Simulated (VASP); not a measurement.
Input of a VASP 6.6.1 run:

Contents of INCAR:

```
PREC = Accurate
ENCUT = 520
EDIFF = 1E-6
ISMEAR = 0
SIGMA = 0.1
LREAL = F
LASPH = T
NELM = 100
ALGO = Normal
ISIF = 2
LWAVE = F
LCHARG = F
GGA = PS
NBANDS = 26
```

KPOINTS

```
Automatic mesh
0
Gamma
  4 4 4
```

POSCAR

```
Rb
1.0
    2.7626854707     -8.5394959837      0.0000000000
    2.7626854707      8.5394959837      0.0000000000
    0.0000000000      0.0000000000      7.5115961970
Rb
4
Direct
    0.1336520060      0.8663479940      0.9987260065
    0.6336520060      0.3663479940      0.5012739935
    0.8663479940      0.1336520060      0.0012739935
    0.3663479940      0.6336520060      0.4987260065
```

Potentials or basis: VASP PAW PBE potentials, release 64 (Rb_sv).

The run is started by

```bash
$ cat potpaw_PBE.64/Rb_sv/POTCAR > POTCAR
$ mpirun -np 1 vasp_std > vasp.out
```

Task: What does it give for the pressure?

Result: 0.0 GPa.

Task: Predict the band gap on the k mesh.

Result: Zero (bands 18 and 19 overlap by 0.61 eV).

Task: Estimate the largest force.

Result: 0.008 eV/Å.

Forces in eV/Å, atoms in the order of the input:
```
Rb   0.000 -0.002  0.008
Rb   0.000 -0.002 -0.008
Rb   0.000  0.002 -0.008
Rb   0.000  0.002  0.008
```

Caveat: the PAW data sets were made with another functional, which shifts forces and pressure a little.
